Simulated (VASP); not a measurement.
# Fe in VASP: further runs, part 2 of 2

VASP 6.6.1.

## (4) Single point, revPBE+D3(BJ), collinear spin, ferromagnetic start

This run uses another cell than the first one, of 10.98 Å³/atom, 0.896 times its volume.

INCAR reads:

```
SYSTEM = Fe
ALGO = Normal
EDIFF = 1E-6
ENCUT = 520
GGA = RE
ISIF = 2
ISMEAR = -1
ISPIN = 2
IVDW = 12
LASPH = .TRUE.
LCHARG = .TRUE.
LELF = .TRUE.
LMAXMIX = 4
LORBIT = 11
LREAL = .FALSE.
LVHAR = .TRUE.
LWAVE = .FALSE.
MAGMOM = 3
NBANDS = 14
NELM = 150
PREC = Accurate
SIGMA = 0.05
```

KPOINTS reads:

```
k-points
0
G
  13 13 13
  0 0 0
```

POSCAR reads:

```
Fe
1.0
   -1.4001951175      1.4001951175      1.4001951175
    1.4001951175     -1.4001951175      1.4001951175
    1.4001951175      1.4001951175     -1.4001951175
Fe
1
Direct
    0.0000000000      0.0000000000      0.0000000000
```

On the command line:

```
cat potpaw_PBE.64/Fe/POTCAR > POTCAR
mpirun -np 1 vasp_std > vasp.out
```

Wall time 14 s (1 thread of Intel Xeon Platinum 8559C (Emerald Rapids), shared host); peak memory 0.14 GiB.

Results (log left out):

* Free energy: -8.5477 eV
* Pressure: -0.3 GPa
* Net moment: 2.10 μB per cell
* Site moments: Fe +2.10 μB
* Valence electrons inside the program's atomic spheres: Fe 7.34
* Dispersion energy per atom: -0.707 eV

Levels at points of the mesh, in eV from the Fermi level:
Spin up:
```
           k point  band 1  band 2  band 3  band 4  band 5  band 6  band 7  band 8  band 9  band 10
(0.00, 0.00, 0.00)   -8.64   -2.38   -2.38   -2.38   -1.13   -1.13   25.33   25.33   25.33    30.64
```
Spin down:
| k point | band 1 | band 2 | band 3 | band 4 | band 5 | band 6 |
| --- | --- | --- | --- | --- | --- | --- |
| (0.00, 0.00, 0.00) | -8.50 | -0.54 | -0.54 | -0.54 | 1.64 | 1.64 |

Caveat: the PAW data sets were made with another functional, which shifts forces and pressure a little; pairwise dispersion overbinds metals, which lowers pressure and volume.

## (5) Relaxation of cell and atoms, revPBE+D3(BJ), collinear spin, ferromagnetic start

This run uses another cell than the first one, of 12.02 Å³/atom, 0.980 times its volume.

INCAR reads:

```
  ALGO = Normal
  EDIFF = 1E-6
  EDIFFG = -0.01
  ENCUT = 600
  GGA = RE
  IBRION = 2
  ISIF = 3
  ISMEAR = -1
  ISPIN = 2
  IVDW = 12
  LASPH = True
  LCHARG = False
  LMAXMIX = 4
  LORBIT = 11
  LREAL = False
  LWAVE = False
  MAGMOM = 3
  NELM = 150
  NSW = 60
  PREC = Accurate
  SIGMA = 0.05
```

KPOINTS reads:

```
k-points
0
Gamma
  13 13 13
```

POSCAR reads:

```
Fe
1.0
   -1.4430000000      1.4430000000      1.4430000000
    1.4430000000     -1.4430000000      1.4430000000
    1.4430000000      1.4430000000     -1.4430000000
Fe
1
Direct
    0.0000000000      0.0000000000      0.0000000000
```

Potentials or basis: VASP PAW PBE potentials, release 64 (Fe).

On the command line:

```
cat potpaw_PBE.64/Fe/POTCAR > POTCAR
mpirun -np 1 vasp_std > vasp.out
```

OUTCAR:

```text
EDIFF = 1E-6
   EDIFFG = -0.01
   ENCUT = 600
   GGA = RE
   IBRION = 2
   ISIF = 3
   ISMEAR = -1
   ISPIN = 2
   IVDW = 12
   LASPH = True
   LORBIT = 11
   LREAL = False
   NELM = 150
   NSW = 60
   PREC = Accurate
 IVDW          = 12

 ion  position               nearest neighbor table
   1  0.000  0.000  0.000-

  LATTYP: Found a body centered cubic cell.
 ALAT       =     2.8860000000

  Lattice vectors:

 A1 = (  -1.4430000000,   1.4430000000,   1.4430000000)
 A2 = (   1.4430000000,  -1.4430000000,   1.4430000000)
 A3 = (   1.4430000000,   1.4430000000,  -1.4430000000)

Analysis of symmetry for initial positions (statically):
=====================================================================
 Subroutine PRICEL returns:
 Original cell was already a primitive cell.

 Routine SETGRP: Setting up the symmetry group for a
 body centered cubic supercell.

 Subroutine GETGRP returns: Found 48 space group operations
 (whereof 48 operations were pure point group operations)
 out of a pool of 48 trial point group operations.

The static configuration has the point symmetry O_h .

Analysis of symmetry for dynamics (positions and initial velocities):
=====================================================================
 Subroutine PRICEL returns:
 Original cell was already a primitive cell.

 Routine SETGRP: Setting up the symmetry group for a
 body centered cubic supercell.

 Subroutine GETGRP returns: Found 48 space group operations
 (whereof 48 operations were pure point group operations)
 out of a pool of 48 trial point group operations.

The dynamic configuration has the point symmetry O_h .

Analysis of structural, dynamic, and magnetic symmetry:
=====================================================================
 Subroutine PRICEL returns:
 Original cell was already a primitive cell.

 Routine SETGRP: Setting up the symmetry group for a
 body centered cubic supercell.

 Subroutine GETGRP returns: Found 48 space group operations
 (whereof 48 operations were pure point group operations)
 out of a pool of 48 trial point group operations.

The overall configuration has the point symmetry O_h .

 Subroutine INISYM returns: Found 48 space group operations
 (whereof 48 operations are pure point group operations),
 and found     1 'primitive' translations

----------------------------------------------------------------------------------------

                                     Primitive cell

  volume of cell :      12.0187

  direct lattice vectors                    reciprocal lattice vectors
    -1.443000000  1.443000000  1.443000000     0.000000000  0.346500347  0.346500347
     1.443000000 -1.443000000  1.443000000     0.346500347  0.000000000  0.346500347
     1.443000000  1.443000000 -1.443000000     0.346500347  0.346500347  0.000000000

  length of vectors
     2.499349315  2.499349315  2.499349315     0.490025489  0.490025489  0.490025489

  position of ions in fractional coordinates (direct lattice)
     0.000000000  0.000000000  0.000000000

  ion indices of the primitive-cell ions
   primitive index   ion index
                 1           1

----------------------------------------------------------------------------------------

 KPOINTS: k-points

Automatic generation of k-mesh.
 Grid dimensions read from file:
 generate k-points for:   13   13   13

 Generating k-lattice:

[... 40 lines left out ...]
  0.153846  0.076923  0.076923     24.000000
  0.230769  0.076923  0.076923     24.000000
 [... further k-points ...]
   k-points           NKPTS =     84   k-points in BZ     NKDIM =     84   number of bands    NBANDS=     10
   number of dos      NEDOS =    301   number of ions     NIONS =      1
   total plane-waves  NPLWV =   8000
   dimension x,y,z NGX =    20 NGY =   20 NGZ =   20
   dimension x,y,z NGXF=    40 NGYF=   40 NGZF=   40
   ions per type =               1
   NGX,Y,Z   is equivalent  to a cutoff of  13.30, 13.30, 13.30 a.u.
   NGXF,Y,Z  is equivalent  to a cutoff of  26.61, 26.61, 26.61 a.u.
 SYSTEM =  unknown system
   PREC   = accura    normal or accurate (medium, high low for compatibility)
   ISTART =      0    job   : 0-new  1-cont  2-samecut
   ICHARG =      2    charge: 1-file 2-atom 10-const
   ISPIN  =      2    spin polarized calculation?
   LNONCOLLINEAR =      F non collinear calculations
   LSORBIT =      F    spin-orbit coupling
   LASPH  =      T    aspherical Exc in radial PAW
   ENCUT  =  600.0 eV  44.10 Ry    6.64 a.u.   4.99  4.99  4.99*2*pi/ulx,y,z
   NELM   =    150;   NELMIN=  2; NELMDL= -5     # of ELM steps
   EDIFF  = 0.1E-05   stopping-criterion for ELM
   LREAL  =      F    real-space projection
   EDIFFG = -.1E-01   stopping-criterion for IOM
   NSW    =     60    number of steps for IOM
   IBRION =      2    ionic relax: 0-MD 1-quasi-New 2-CG
   NFREE  =      1    steps in history (QN), initial steepest desc. (CG)
   ISIF   =      3    stress and relaxation
   ISYM   =      2    0-nonsym 1-usesym 2-fastsym
   POTIM  = 0.5000    time-step for ionic-motion
   TEBEG  =    0.0;   TEEND  =   0.0 temperature during run
   PSTRESS=    0.0 pullay stress
   NELECT =       8.0000    total number of electrons
   NUPDOWN=      -1.0000    fix difference up-down
   EMIN   =  10.00;   EMAX   =-10.00  energy-range for DOS
   EFERMI =   0.00;   METHOD = LEGACY
   ISMEAR =    -1;   SIGMA  =   0.05  broadening in eV -4-tet -1-fermi 0-gaus
   EFERMI_NEDOS =   21; number of points for ismear=-14 and -15
   IALGO  =     38    algorithm
   IMIX   =      4    mixing-type and parameters
     AMIX     =   0.40;   BMIX     =  1.00
     AMIX_MAG =   1.60;   BMIX_MAG =  1.00
  volume/ion in A,a.u.               =      12.02        81.11
  Fermi-wavevector in a.u.,A,eV,Ry     =   1.429394  2.701162 27.798962  2.043166
  Thomas-Fermi vector in A             =   2.549352
   LORBIT       =     11    0 simple, 1 ext, 2 COOP (PROOUT), +10 PAW based schemes
   GGA     = RE    functional components
   LHFCALC =     F    Hartree Fock is set to
   AEXX    =    0.0000 exact exchange contribution
   IVDW    =    12    specifies the selected vdW correction
   LEPSILON=     F    determine dielectric tensor
   LRPA    =     F    only Hartree local field effects (RPA)
 conjugate gradient relaxation of ions
 spin polarized calculation
  energy-cutoff  :      600.00
  volume of cell :       12.02
 maximum number of plane-waves:       415
   NGX =  9   NGY =  9   NGZ =  9

--------------------------------------- Ionic step        1  -------------------------------------------

 number of electron       7.9999995 magnetization       2.3256863

 Free energy of the ion-electron system (eV)
  ---------------------------------------------------
  ext. energy  EPLUGINS =         0.00000000
  ---------------------------------------------------
  free energy    TOTEN  =        -7.85154617 eV

  energy without entropy =       -7.84155386  energy(sigma->0) =       -7.84655002

------------------------ aborting loop because EDIFF is reached ----------------------------------------

 Edisp (eV)   -0.64329

 E8    (eV) :    -0.4552
[... 69 lines left out ...]
--------------------------------------- Ionic step        3  -------------------------------------------

 number of electron       8.0000003 magnetization       2.1026347

 Free energy of the ion-electron system (eV)
  ---------------------------------------------------
  ext. energy  EPLUGINS =         0.00000000
  ---------------------------------------------------
  free energy    TOTEN  =        -7.83901989 eV

  energy without entropy =       -7.83052506  energy(sigma->0) =       -7.83477248

 E-fermi :   6.3175     XC(G=0): -13.2598

 val. band max:        6.3105259254   @ k =  -0.3846   0.4615   0.2308
 cond. band min:       6.3226878861   @ k =  -0.3846   0.3846   0.0769
 fundamental gap:      0.0121619607
 Fermi energy:         6.3174771182

 spin component 1

 k-point     1 :       0.0000    0.0000    0.0000
  band No.  band energies     occupation
      1      -2.3307      1.00000
      2       3.9333      1.00000
      3       3.9333      1.00000
      4       3.9333      1.00000
      5       5.1854      1.00000
      6       5.1854      1.00000
      7      31.6636      0.00000
      8      31.6636      0.00000
      9      31.6636      0.00000
     10      36.9842      0.00000
[... 287 lines left out ...]
 k-point    24 :       0.2308    0.0769    0.0769
  band No.  band energies     occupation
      1       1.1319      1.00000
      2       3.0557      1.00000
      3       3.4824      1.00000
      4       5.1488      1.00000
      5       5.3019      1.00000
      6       6.5022      0.02424
      7      20.1122      0.00000
      8      24.1489      0.00000
      9      26.3517      0.00000
     10      33.5595      0.00000

 [... further k-points ...]

 spin component 2

 k-point     1 :       0.0000    0.0000    0.0000
  band No.  band energies     occupation
      1      -2.1987      1.00000
      2       5.7669      0.99998
      3       5.7671      0.99998
      4       5.7671      0.99998
      5       7.9506      0.00000
      6       7.9508      0.00000
      7      31.3665      0.00000
      8      31.3665      0.00000
      9      31.3665      0.00000
     10      37.1540      0.00000
[... 331 lines left out ...]
  FREE ENERGIE OF THE ION-ELECTRON SYSTEM (eV)
  ---------------------------------------------------
  free  energy   TOTEN  =        -8.5476527014 eV

  energy  without entropy=       -8.5391578698  energy(sigma->0) =       -8.54340529

 reached required accuracy - stopping structural energy minimisation

 total charge

# of ion       s       p       d       tot
------------------------------------------
    1        0.503   0.574   6.265   7.342

 magnetization (x)

# of ion       s       p       d       tot
------------------------------------------
    1       -0.014  -0.061   2.171   2.096
```

OSZICAR:

```text
N       E                     dE             d eps       ncg     rms          rms(c)
DAV:   1     0.208325973373E+02    0.20833E+02   -0.43827E+03  3512   0.106E+03
DAV:   2    -0.808846991659E+01   -0.28921E+02   -0.26683E+02  3402   0.138E+02
[... 28 lines left out ...]
DAV:   4    -0.784127643083E+01    0.27226E-02   -0.21269E-03  3766   0.735E-01    0.461E-01
DAV:   5    -0.783897716813E+01    0.22993E-02   -0.36355E-03  3552   0.642E-01    0.839E-02
DAV:   6    -0.783901137104E+01   -0.34203E-04   -0.96152E-05  3540   0.114E-01    0.350E-02
DAV:   7    -0.783901599167E+01   -0.46206E-05   -0.85725E-06  3516   0.490E-02    0.216E-02
DAV:   8    -0.783901981983E+01   -0.38282E-05   -0.28459E-06  3462   0.212E-02    0.444E-03
DAV:   9    -0.783901989194E+01   -0.72106E-07   -0.11572E-07  1682   0.444E-03
   3 F= -.85476527E+01 E0= -.85434053E+01  d E =-.528189E-01  mag=     2.1026
```

CONTCAR:

```text
Fe
   1.00000000000000
    -1.3992817866188370    1.3992817866188370    1.3992817866188370
     1.3992817866188370   -1.3992817866188370    1.3992817866188370
     1.3992817866188370    1.3992817866188370   -1.3992817866188370
  Fe
     1
Direct
     0.0000000000000000    0.0000000000000000    0.0000000000000000

  0.00000000E+00  0.00000000E+00  0.00000000E+00
```

It took 30 s on 1 thread of Intel Xeon Platinum 8559C (Emerald Rapids), shared host; peak memory 0.16 GiB.

Results:

```yaml
Free_energy: -8.5477 eV
Relaxed_volume: 10.96 Å³/atom
Relaxed_cell: a = 2.424 Å, b = 2.424 Å, c = 2.424 Å, α = 109.47°, β = 109.47°, γ = 109.47°
Space_group_after_relaxing_to_0.05_Å: Im-3m (No. 229)
Energy_gained_by_relaxing: 52.8 meV/atom
Ionic_steps: 3
Pressure_after_relaxing: 0.1 GPa
Net_moment: 2.10 μB per cell
Site_moments: Fe +2.10 μB
Valence_electrons_inside_the_program's_atomic_spheres: Fe 7.34
Dispersion_energy_per_atom: -0.709 eV
```

The path:
```tsv
step	energy change (eV)	largest force (eV/Å)	pressure (GPa)	volume (Å³)
1	0.0000	0.0000	-13.67	12.02
2	-0.0248	0.0000	14.84	10.32
3	-0.0528	0.0000	0.09	10.96
```

Final structure:
```yaml
crystal:
  lattice:
    - [-1.39928, 1.39928, 1.39928]
    - [1.39928, -1.39928, 1.39928]
    - [1.39928, 1.39928, -1.39928]
  atoms:
    - { symbol: Fe, position: [0.00000, 0.00000, 0.00000] }
```

Caveat: the PAW data sets were made with another functional, which shifts forces and pressure a little; pairwise dispersion overbinds metals, which lowers pressure and volume.

## (6) Single point, PBE, collinear spin, zero start

This run uses another cell than the first one, of 12.02 Å³/atom, 0.980 times its volume.

INCAR reads:

```
ALGO = Normal
EDIFF = 1E-6
ENCUT = 520
GGA = PE
ISIF = 2
ISMEAR = -1
ISPIN = 2
LASPH = T
LCHARG = T
LELF = T
LMAXMIX = 4
LORBIT = 11
LREAL = F
LVHAR = T
LWAVE = F
MAGMOM = 0
NBANDS = 14
NELM = 150
NUPDOWN = 0.0
PREC = Accurate
SIGMA = 0.05
```

KPOINTS reads:

```
k-points
0
Gamma
  11 11 11
```

POSCAR is that of step 5.

Potentials or basis: VASP PAW PBE potentials, release 64 (Fe).

On the command line:

```
cat potpaw_PBE.64/Fe/POTCAR > POTCAR
mpirun -np 1 vasp_std > vasp.out
```

Run time: 17 s. Hardware: 1 thread of Intel Xeon Platinum 8259CL at 2.50GHz (Skylake/Cascade Lake), shared host; peak memory 0.14 GiB.

Results (log left out):

| Property | Result |
| --- | --- |
| Free energy | -7.6349 eV |
| Pressure | -26.6 GPa |
| Net moment | 0.00 μB per cell |
| Valence electrons inside the program's atomic spheres | Fe 7.15 |

Caveat: the total moment is fixed, so each spin has its own Fermi level.

## (7) The runs side by side

```tsv
task	level	spin	fixed moment (μB)	cell	k mesh	cutoff (eV)	gap on the mesh (eV)	pressure (GPa)	moment (μB)
single point	PBE	collinear, ferromagnetic start	-	a = 2.516 Å, angles 109.2, 109.2, 110.0°, 1 atom	11 × 11 × 11	520	none	-11.7	2.33
single point	PBE	collinear, ferromagnetic start	-	a = 2.533 Å, angles 108.9, 108.9, 110.5°, 1 atom	11 × 11 × 11	520	none	-12.3	2.44
single point	revPBE+D3(BJ)	collinear, ferromagnetic start	-	a = 2.425 Å, angles 109.5°, 1 atom	13 × 13 × 13	520	none	-0.3	2.10
relaxation of cell and atoms	revPBE+D3(BJ)	collinear, ferromagnetic start	-	relaxed from a = 2.499 Å, angles 109.5°, 1 atom	13 × 13 × 13	600	none	0.1	2.10
single point	PBE	collinear, zero start	0.0	a = 2.499 Å, angles 109.5°, 1 atom	11 × 11 × 11	520	-	-26.6	0.00
```

Alike in all rows: potentials or basis VASP PAW PBE potentials, release 64 (Fe); smearing fermi-dirac 0.05 eV.

Caveats: the PAW data sets were made with another functional, which shifts forces and pressure a little (some runs); pairwise dispersion overbinds metals, which lowers pressure and volume (some runs); the total moment is fixed, so each spin has its own Fermi level (some runs).

Total energies depend on the potentials used, so only differences within one code and one set of settings carry meaning.
